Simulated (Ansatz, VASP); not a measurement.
**PbS in VASP and in Ansatz**

INCAR

```
  PREC = Accurate
  ENCUT = 500
  EDIFF = 1E-6
  ISMEAR = -1
  SIGMA = 0.5
  LREAL = F
  LASPH = T
  NELM = 120
  ALGO = Normal
  ISIF = 2
  LWAVE = F
  LCHARG = T
  GGA = PS
  LELF = T
  LVHAR = T
  NBANDS = 17
  GGA_COMPAT = F
```

KPOINTS

```
Automatic mesh
0
Gamma
  6 6 6
```

File POSCAR:

```
PbS
1.0
    0.0000000000      2.9705683225      2.9705683225
    2.9705683225      0.0000000000      2.9705683225
    2.9705683225      2.9705683225      0.0000000000
Pb S
1 1
Direct
    0.0000000000      0.0000000000      0.0000000000
    0.5000000000      0.5000000000      0.5000000000
```

Input for Ansatz:

```yaml
crystal:
  lattice:
    - [0.0, 2.9705683225, 2.9705683225]
    - [2.9705683225, 0.0, 2.9705683225]
    - [2.9705683225, 2.9705683225, 0.0]
  atoms:
    - { symbol: Pb, position: [0.0, 0.0, 0.0] }
    - { symbol: S, position: [0.5, 0.5, 0.5] }
kpoints:
  mp_grid: { grid: [6, 6, 6] }
hamiltonian:
  xc: pbesol
scf:
  occupations: { method: fermi_dirac, width: 0.5 }
  n_extra_bands: 4
output:
  forces: true
  stress: true
  eigenvalues: true
```

Alike in both runs: task single point; functional PBEsol; k mesh 6 × 6 × 6; occupations fermi-dirac, width 0.5 eV; no spin polarisation.

|  | VASP | Ansatz |
| --- | --- | --- |
| version | VASP 6.6.1 | Ansatz 0.2.0 |
| potentials or method | VASP PAW PBE potentials, release 64 (Pb_d, S) | plane waves |
| plane-wave cutoff (eV) | 500 | 420 |
| valence electrons in the cell | 20 | 20 |

|  | VASP | Ansatz | Ansatz less VASP |
| --- | --- | --- | --- |
| pressure (GPa) | -1.1 | -1.1 | +0.03 |

VASP's potentials were made for PBE, not for PBEsol.

Spin-orbit coupling is off throughout.
